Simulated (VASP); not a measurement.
# SnO2 (an interface model) in VASP: settings compared

Aim: see how the results for SnO2 (an interface model) move with the level of theory and the settings. Levels: PBEsol, r2SCAN. Tasks: single point.

All numbers are computed with VASP 6.6.1; they aren't measurements. Logs are shortened: lines on timing, memory, paths and dates and some standing lists are left out, and cuts for length are marked.

### 1 The cell of the first run

The cell holds layers of an interface, 6 atoms: a = 4.428 Å, b = 4.428 Å, c = 3.427 Å, α = 90.00°, β = 90.00°, γ = 90.00°.

### 2 Single point, PBEsol

Input file INCAR:

```
  PREC = Accurate
  ENCUT = 520
  EDIFF = 1E-6
  ISMEAR = -1
  SIGMA = 0.05
  LREAL = False
  LASPH = True
  NELM = 120
  ALGO = Normal
  ISIF = 2
  LWAVE = False
  LCHARG = False
  GGA = PS
  NBANDS = 35
  GGA_COMPAT = False
```

Input file KPOINTS:

```
Automatic mesh
0
Gamma
  5 5 4
```

Input file POSCAR:

```
SnO2
1.0
    4.4279340000      0.0000000000      0.0000000000
    0.0000000000      4.4279340000      0.0000000000
    0.0000000000      0.0000000000      3.4273534398
Sn O
2 4
Direct
    1.0000000000      0.0000000000      0.0000000000
    0.5000000000      0.5000000000      0.5000000000
    0.3103568000      0.3103568000      0.0000000000
    0.6896432000      0.6896432000      0.0000000000
    0.1896432000      0.8103568000      0.5000000000
    0.8103568000      0.1896432000      0.5000000000
```

Potentials or basis: VASP PAW PBE potentials, release 64 (Sn_d, O).

Started as:

```
cat potpaw_PBE.64/Sn_d/POTCAR potpaw_PBE.64/O/POTCAR > POTCAR
mpirun -np 1 vasp_std > vasp.out
```

OUTCAR:

```text
PREC = Accurate
   ENCUT = 520
   EDIFF = 1E-6
   ISMEAR = -1
   LREAL = False
   LASPH = True
   NELM = 120
   ISIF = 2
   GGA = PS

 ion  position               nearest neighbor table
   1  0.000  0.000  0.000-   3 1.94   4 1.94   5 2.08   6 2.08   5 2.08   6 2.08   2 3.57   2 3.57
                             2 3.57   2 3.57   2 3.57   2 3.57   2 3.57   2 3.57
   2  0.500  0.500  0.500-   5 1.94   6 1.94   3 2.08   4 2.08   3 2.08   4 2.08   1 3.57   1 3.57
                             1 3.57   1 3.57   1 3.57   1 3.57   1 3.57   1 3.57
   3  0.310  0.310  0.000-   1 1.94   2 2.08   2 2.08
   4  0.690  0.690  0.000-   1 1.94   2 2.08   2 2.08
   5  0.190  0.810  0.500-   2 1.94   1 2.08   1 2.08
   6  0.810  0.190  0.500-   2 1.94   1 2.08   1 2.08

  LATTYP: Found a simple tetragonal cell.
 ALAT       =     4.4279340000
 C/A-ratio  =     0.7740299290

  Lattice vectors:

 A1 = (   4.4279340000,   0.0000000000,   0.0000000000)
 A2 = (   0.0000000000,   4.4279340000,   0.0000000000)
 A3 = (   0.0000000000,   0.0000000000,   3.4273534398)

Analysis of symmetry for initial positions (statically):
=====================================================================
 Subroutine PRICEL returns:
 Original cell was already a primitive cell.

 Routine SETGRP: Setting up the symmetry group for a
 simple tetragonal supercell.

 Subroutine GETGRP returns: Found 16 space group operations
 (whereof  8 operations were pure point group operations)
 out of a pool of 16 trial point group operations.

The static configuration has the point symmetry D_2h.
 The point group associated with its full space group is D_4h.

Analysis of symmetry for dynamics (positions and initial velocities):
=====================================================================
 Subroutine PRICEL returns:
 Original cell was already a primitive cell.

 Routine SETGRP: Setting up the symmetry group for a
 simple tetragonal supercell.

 Subroutine GETGRP returns: Found 16 space group operations
 (whereof  8 operations were pure point group operations)
 out of a pool of 16 trial point group operations.

The dynamic configuration has the point symmetry D_2h.
 The point group associated with its full space group is D_4h.

 Subroutine INISYM returns: Found 16 space group operations
 (whereof  8 operations are pure point group operations),
 and found     1 'primitive' translations

----------------------------------------------------------------------------------------

                                     Primitive cell

  volume of cell :      67.1987

  direct lattice vectors                    reciprocal lattice vectors
     4.427934000  0.000000000  0.000000000     0.225838958  0.000000000  0.000000000
     0.000000000  4.427934000  0.000000000     0.000000000  0.225838958  0.000000000
     0.000000000  0.000000000  3.427353440     0.000000000  0.000000000  0.291770317

  length of vectors
     4.427934000  4.427934000  3.427353440     0.225838958  0.225838958  0.291770317

  position of ions in fractional coordinates (direct lattice)
     0.000000000  0.000000000  0.000000000
     0.500000000  0.500000000  0.500000000
     0.310356800  0.310356800  0.000000000
     0.689643200  0.689643200  0.000000000
     0.189643200  0.810356800  0.500000000
     0.810356800  0.189643200  0.500000000

  ion indices of the primitive-cell ions
   primitive index   ion index
                 1           1
                 2           2
                 3           3
                 4           4
                 5           5
                 6           6

----------------------------------------------------------------------------------------

 KPOINTS: Automatic mesh

Automatic generation of k-mesh.
 Grid dimensions read from file:
 generate k-points for:    5    5    4

 Generating k-lattice:

  Cartesian coordinates                     Fractional coordinates (reciprocal lattice)
     0.045167792  0.000000000  0.000000000     0.200000000  0.000000000  0.000000000
     0.000000000  0.045167792  0.000000000     0.000000000  0.200000000  0.000000000
     0.000000000  0.000000000  0.072942579     0.000000000  0.000000000  0.250000000

  Length of vectors
     0.045167792  0.045167792  0.072942579

  Shift w.r.t. Gamma in fractional coordinates (k-lattice)
     0.000000000  0.000000000  0.000000000

 Subroutine IBZKPT returns following result:
 ===========================================

 Found     18 irreducible k-points:

 Following reciprocal coordinates:
            Coordinates               Weight
  0.000000  0.000000  0.000000      1.000000
  0.200000  0.000000  0.000000      4.000000
  0.400000  0.000000  0.000000      4.000000
  0.200000  0.200000  0.000000      4.000000
  0.400000  0.200000  0.000000      8.000000
  0.400000  0.400000  0.000000      4.000000
[... 10 lines left out ...]
  0.400000  0.200000  0.500000      8.000000
  0.400000  0.400000  0.500000      4.000000
   k-points           NKPTS =     18   k-points in BZ     NKDIM =     18   number of bands    NBANDS=     35
   number of dos      NEDOS =    301   number of ions     NIONS =      6
   total plane-waves  NPLWV =  36288
   dimension x,y,z NGX =    36 NGY =   36 NGZ =   28
   dimension x,y,z NGXF=    72 NGYF=   72 NGZF=   56
   ions per type =               2   4
   NGX,Y,Z   is equivalent  to a cutoff of  13.52, 13.52, 13.58 a.u.
   NGXF,Y,Z  is equivalent  to a cutoff of  27.03, 27.03, 27.16 a.u.
 SYSTEM =  unknown system
   PREC   = accura    normal or accurate (medium, high low for compatibility)
   ISTART =      0    job   : 0-new  1-cont  2-samecut
   ICHARG =      2    charge: 1-file 2-atom 10-const
   ISPIN  =      1    spin polarized calculation?
   LNONCOLLINEAR =      F non collinear calculations
   LSORBIT =      F    spin-orbit coupling
   LASPH  =      T    aspherical Exc in radial PAW
   ENCUT  =  520.0 eV  38.22 Ry    6.18 a.u.   8.23  8.23  6.37*2*pi/ulx,y,z
   NELM   =    120;   NELMIN=  2; NELMDL= -5     # of ELM steps
   EDIFF  = 0.1E-05   stopping-criterion for ELM
   LREAL  =      F    real-space projection
   EDIFFG = 0.1E-04   stopping-criterion for IOM
   NSW    =      0    number of steps for IOM
   IBRION =     -1    ionic relax: 0-MD 1-quasi-New 2-CG
   NFREE  =      0    steps in history (QN), initial steepest desc. (CG)
   ISIF   =      2    stress and relaxation
   ISYM   =      2    0-nonsym 1-usesym 2-fastsym
   POTIM  = 0.5000    time-step for ionic-motion
   TEBEG  =    0.0;   TEEND  =   0.0 temperature during run
   PSTRESS=    0.0 pullay stress
   NELECT =      52.0000    total number of electrons
   NUPDOWN=      -1.0000    fix difference up-down
   EMIN   =  10.00;   EMAX   =-10.00  energy-range for DOS
   EFERMI =   0.00;   METHOD = LEGACY
   ISMEAR =    -1;   SIGMA  =   0.05  broadening in eV -4-tet -1-fermi 0-gaus
   EFERMI_NEDOS =   21; number of points for ismear=-14 and -15
   IALGO  =     38    algorithm
   IMIX   =      4    mixing-type and parameters
     AMIX     =   0.40;   BMIX     =  1.00
     AMIX_MAG =   1.60;   BMIX_MAG =  1.00
  volume/ion in A,a.u.               =      11.20        75.58
  Fermi-wavevector in a.u.,A,eV,Ry     =   1.502988  2.840236 30.735199  2.258973
  Thomas-Fermi vector in A             =   2.614157
   LORBIT       =      0    0 simple, 1 ext, 2 COOP (PROOUT), +10 PAW based schemes
   GGA     = PS    functional components
   LHFCALC =     F    Hartree Fock is set to
   AEXX    =    0.0000 exact exchange contribution
   IVDW    =     0    specifies the selected vdW correction
   LEPSILON=     F    determine dielectric tensor
   LRPA    =     F    only Hartree local field effects (RPA)
 non-spin polarized calculation
  energy-cutoff  :      520.00
  volume of cell :       67.20
 maximum number of plane-waves:      1857
 NGX is ok and might be reduce to    36
   NGX = 17   NGY = 17   NGZ = 13

 number of electron      51.9999988 magnetization

 Free energy of the ion-electron system (eV)
  ---------------------------------------------------
  ext. energy  EPLUGINS =         0.00000000
  ---------------------------------------------------
  free energy    TOTEN  =       -38.88255840 eV

  energy without entropy =      -38.88255839  energy(sigma->0) =      -38.88255840

 E-fermi :   7.5294     XC(G=0): -11.9387

 val. band max:        6.7227659195   @ k =   0.0000   0.0000   0.0000
 cond. band min:       8.3308888264   @ k =   0.0000   0.0000   0.0000
 fundamental gap:      1.6081229068
 Fermi energy:         7.5293683891

 k-point     1 :       0.0000    0.0000    0.0000
  band No.  band energies     occupation
      1     -14.3233      2.00000
      2     -13.4045      2.00000
      3     -13.1168      2.00000
      4     -13.0542      2.00000
      5     -13.0129      2.00000
      6     -13.0129      2.00000
[... 27 lines left out ...]
     34      20.4081      0.00000
     35      20.4444      0.00000

 k-point     2 :       0.2000    0.0000    0.0000
  band No.  band energies     occupation
      1     -14.2433      2.00000
      2     -13.3837      2.00000
      3     -13.2366      2.00000
      4     -13.0661      2.00000
      5     -13.0076      2.00000
      6     -13.0071      2.00000
[... 27 lines left out ...]
     34      19.9807      0.00000
     35      20.5002      0.00000

 k-point     3 :       0.4000    0.0000    0.0000
  band No.  band energies     occupation
      1     -14.0124      2.00000
      2     -13.6688      2.00000
      3     -13.1901      2.00000
      4     -13.1076      2.00000
      5     -12.9981      2.00000
      6     -12.9975      2.00000
[... 27 lines left out ...]
     34      19.7763      0.00000
     35      19.8152      0.00000

 k-point     4 :       0.2000    0.2000    0.0000
  band No.  band energies     occupation
      1     -14.1997      2.00000
      2     -13.4914      2.00000
      3     -13.2347      2.00000
      4     -13.0437      2.00000
      5     -13.0154      2.00000
      6     -12.9970      2.00000
[... 27 lines left out ...]
     34      20.1086      0.00000
     35      20.2311      0.00000

 k-point     5 :       0.4000    0.2000    0.0000
  band No.  band energies     occupation
      1     -14.0508      2.00000
      2     -13.7901      2.00000
      3     -13.1292      2.00000
      4     -13.0582      2.00000
      5     -13.0108      2.00000
      6     -12.9993      2.00000
[... 410 lines left out ...]
 k-point    16 :       0.2000    0.2000    0.5000
  band No.  band energies     occupation
      1     -14.0782      2.00000
      2     -13.7114      2.00000
      3     -13.6344      2.00000
      4     -13.0361      2.00000
      5     -12.8282      2.00000
      6     -12.8152      2.00000
[... 27 lines left out ...]
     34      19.5779      0.00000
     35      20.0390      0.00000

 k-point    17 :       0.4000    0.2000    0.5000
  band No.  band energies     occupation
      1     -14.0822      2.00000
      2     -13.9445      2.00000
      3     -13.3396      2.00000
      4     -13.0599      2.00000
      5     -12.8257      2.00000
      6     -12.8156      2.00000
[... 27 lines left out ...]
     34      19.2467      0.00000
     35      19.6469      0.00000

 k-point    18 :       0.4000    0.4000    0.5000
  band No.  band energies     occupation
      1     -13.9487      2.00000
      2     -13.7222      2.00000
      3     -13.6508      2.00000
      4     -13.3502      2.00000
      5     -12.8096      2.00000
      6     -12.8001      2.00000
[... 27 lines left out ...]
     34      18.5664      0.00000
     35      20.6972      0.00000

------------------------ aborting loop because EDIFF is reached ----------------------------------------

  FORCE on cell =-STRESS in cart. coord.  units (eV):
  Direction    XX          YY          ZZ          XY          YZ          ZX
  --------------------------------------------------------------------------------------
  -------------------------------------------------------------------------------------
  Total       10.5356108     10.5356108      0.3792546      0.0000000      0.0000000      0.0000000
  in kB      251.1939251    251.1939251      9.0423272      0.0000000      0.0000000      0.0000000
  external PRESSURE =     170.4767258 kB  Pullay stress =       0.0000000 kB

 VOLUME and BASIS-vectors are now :
 -----------------------------------------------------------------------------
  energy-cutoff  :      520.00
  volume of cell :       67.20
      direct lattice vectors                 reciprocal lattice vectors
     4.427934000  0.000000000  0.000000000     0.225838958  0.000000000  0.000000000
     0.000000000  4.427934000  0.000000000     0.000000000  0.225838958  0.000000000
     0.000000000  0.000000000  3.427353440     0.000000000  0.000000000  0.291770317

 POSITION                                       TOTAL-FORCE (eV/Angst)
 -----------------------------------------------------------------------------------
      0.00000      0.00000      0.00000        -0.000000      0.000000      0.000000
      2.21397      2.21397      1.71368        -0.000000      0.000000      0.000000
      1.37424      1.37424      0.00000         0.005406      0.005406      0.000000
      3.05369      3.05369      0.00000        -0.005406     -0.005406     -0.000000
      0.83973      3.58821      1.71368        -0.005406      0.005406      0.000000
      3.58821      0.83973      1.71368         0.005406     -0.005406     -0.000000
 -----------------------------------------------------------------------------------
    total drift:                               -0.000000      0.000000      0.000000

  FREE ENERGIE OF THE ION-ELECTRON SYSTEM (eV)
  ---------------------------------------------------
  free  energy   TOTEN  =       -38.8825583983 eV

  energy  without entropy=      -38.8825583945  energy(sigma->0) =      -38.88255840
```

It took 39 s on 1 thread of AMD EPYC 7R13 (Zen 3), shared host; peak memory 0.16 GiB.

Results:

* Free energy: -38.8826 eV
* Pressure: 17.0 GPa
* Largest force: 0.008 eV/Å
* Band gap on the k mesh: 1.61 eV, direct

Forces in eV/Å, atoms in the order of the input:
```
Sn   0.000  0.000  0.000
Sn   0.000  0.000  0.000
O    0.005  0.005  0.000
O   -0.005 -0.005  0.000
O   -0.005  0.005  0.000
O    0.005 -0.005  0.000
```

Levels at points of the mesh, in eV from the valence-band top:
```csv
k point,band 24,band 25,band 26,band 27,band 28,band 29
"(0.00, 0.00, 0.00)",-0.60,-0.60,0.00,1.61,5.26,5.65
"(0.00, 0.00, 0.50)",-1.80,-1.22,-1.22,6.63,6.63,9.47
```

Caveat: the k points lie up to 0.46 Å⁻¹ apart; the PAW data sets were made with another functional, which shifts forces and pressure a little; spin-orbit coupling is left out, which moves the levels of the heavy elements.

### 3 Single point, r2SCAN

Input file POSCAR:

```
SnO2
1.0
    4.4279340000      0.0000000000      0.0000000000
    0.0000000000      4.4279340000      0.0000000000
    0.0000000000      0.0000000000      3.4273530000
Sn O
2 4
Direct
    0.0000000000      0.0000000000      0.0000000000
    0.5000000000      0.5000000000      0.5000000000
    0.3103570000      0.3103570000      0.0000000000
    0.6896430000      0.6896430000      0.0000000000
    0.1896430000      0.8103570000      0.5000000000
    0.8103570000      0.1896430000      0.5000000000
```

Input file INCAR.step1:

```
SYSTEM = SnO2
PREC = Accurate
ENCUT = 580
ISMEAR = -1
SIGMA = 0.05
LREAL = .FALSE.
LASPH = .TRUE.
NELM = 120
NBANDS = 35
GGA = PE
ALGO = Normal
EDIFF = 1E-5
LWAVE = .TRUE.
LCHARG = .FALSE.
GGA_COMPAT = .FALSE.
```

Input file INCAR.step2:

```
SYSTEM = SnO2
PREC = Accurate
ENCUT = 580
EDIFF = 1E-6
ISMEAR = -1
SIGMA = 0.05
LREAL = .FALSE.
LASPH = .TRUE.
NELM = 120
ALGO = Normal
ISIF = 2
LWAVE = .FALSE.
LCHARG = .TRUE.
METAGGA = R2SCAN
LMIXTAU = .TRUE.
LELF = .TRUE.
LVHAR = .TRUE.
NBANDS = 35
ISTART = 1
GGA_COMPAT = .FALSE.
```

Input file KPOINTS:

```
regular mesh
0
G
  4 4 2
  0 0 0
```

Potentials or basis: VASP PAW PBE potentials, release 64 (Sn_d, O).

Started as:

```
cat potpaw_PBE.64/Sn_d/POTCAR potpaw_PBE.64/O/POTCAR > POTCAR
cp INCAR.step1 INCAR
mpirun -np 1 vasp_std > vasp.out
cp INCAR.step2 INCAR
mpirun -np 1 vasp_std > vasp.out
```

Wall time 1.7 min (1 thread of AMD EPYC 7R13 (Zen 3), shared host); peak memory 0.17 GiB.

Results (log left out):

- Free energy: -83.5855 eV
- Pressure: 17.2 GPa
- Largest force: 0.188 eV/Å
- Band gap on the k mesh: 2.41 eV, direct

Forces on the atoms (eV/Å):
```
Sn   0.000  0.000  0.000
Sn   0.000  0.000  0.000
O   -0.133 -0.133  0.000
O    0.133  0.133  0.000
O    0.133 -0.133  0.000
O   -0.133  0.133  0.000
```

Stress tensor (GPa, compression positive):
```
24.49  0.00  0.00
 0.00 24.49  0.00
 0.00  0.00  2.61
```

Levels at points of the mesh, in eV from the valence-band top:
```csv
k point,band 23,band 24,band 25,band 26,band 27,band 28,band 29,band 30
"(0.00, 0.00, 0.00)",-1.31,-0.58,-0.58,0.00,2.41,6.09,6.59,6.59
"(0.50, 0.00, 0.00)",-1.24,-1.24,-0.51,-0.51,5.70,5.70,7.36,7.36
"(0.50, 0.50, 0.00)",-1.47,-1.47,-0.56,-0.56,5.73,5.73,8.30,8.30
"(0.00, 0.00, 0.50)",-1.80,-1.80,-1.23,-1.23,7.56,7.56,10.52,10.52
"(0.50, 0.00, 0.50)",-0.98,-0.98,-0.11,-0.11,8.15,8.15,9.86,9.86
"(0.50, 0.50, 0.50)",-0.81,-0.81,-0.56,-0.56,6.65,6.65,10.03,10.03
```

Caveat: the k points lie up to 0.92 Å⁻¹ apart; the PAW data sets were made with another functional, which shifts forces and pressure a little; spin-orbit coupling is left out, which moves the levels of the heavy elements.
